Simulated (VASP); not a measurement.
Wanted: the native input for a VASP 6.6.1 run.

```
Task                   : electric field gradients
Functional             : PBE
Potentials or basis    : VASP PAW PBE potentials, release 64 (Hf_pv, B)
Cutoff                 : 520 eV
k mesh                 : 13 × 13 × 11
Occupations            : fermi-dirac, width 0.05 eV
Spin                   : no spin polarisation
Dipole correction      : no
Further INCAR settings : ALGO = Normal; EDIFF = 1e-08; NBANDS = 15
```

The structure of HfB2 lies in POSCAR:

```
HfB2
1.0
    3.1086000995      0.0000000000      0.0000000000
   -1.5543000498      2.6921266564      0.0000000000
    0.0000000000      0.0000000000      3.4800000000
Hf B
1 2
Direct
    0.0000000000      0.0000000000      0.0000000000
    0.3333333333      0.6666666667      0.5000000000
    0.6666666667      0.3333333333      0.5000000000
```

This cell differs from its parent crystal: equal xx and yy strain of -1 %.

These files were run (other wordings do the same):

INCAR

```
SYSTEM = HfB2
PREC     = Accurate       ! precision mode
ENCUT    = 520            ! plane-wave cutoff, eV
EDIFF    = 1E-8           ! SCF threshold, eV
ISMEAR   = -1             ! smearing method
SIGMA    = 0.05           ! smearing width, eV
LREAL    = .False.        ! projectors in reciprocal space
LASPH    = .True.         ! aspherical terms in the spheres
NELM     = 60             ! most SCF steps
ALGO     = Normal         ! electronic algorithm
ISIF     = 2              ! what is computed and relaxed
LWAVE    = .False.        ! write WAVECAR
LCHARG   = .False.        ! write CHGCAR
GGA      = PE             ! functional
LEFG     = .True.       
NBANDS   = 15             ! bands
```

KPOINTS

```
regular mesh
0
Gamma
  13 13 11
  0 0 0
```

Potentials or basis: VASP PAW PBE potentials, release 64 (Hf_pv, B).

Command:

```bash
$ cat potpaw_PBE.64/Hf_pv/POTCAR potpaw_PBE.64/B/POTCAR > POTCAR
$ mpirun -np 1 vasp_std > vasp.out
```

It gave:

| Property | Result |
| --- | --- |
| Pressure | 6.6 GPa |
| Band gap on the k mesh | zero (band 8 reaches 8.58 eV, above the bottom of band 9 at 7.43 eV) |

Caveat: the cell differs from its parent crystal (equal xx and yy strain of -1 %); without QUAD_EFG the Cq values of the log hold for a quadrupole moment of 1 mb, not for the nuclei; spin-orbit coupling is left out, which moves the levels of the heavy elements.

Run time: 47 s on 1 thread of Intel(R) Xeon(R) Platinum 8259CL CPU @ 2.50GHz (Skylake/Cascade Lake) (shared host), peak memory 0.18 GiB.
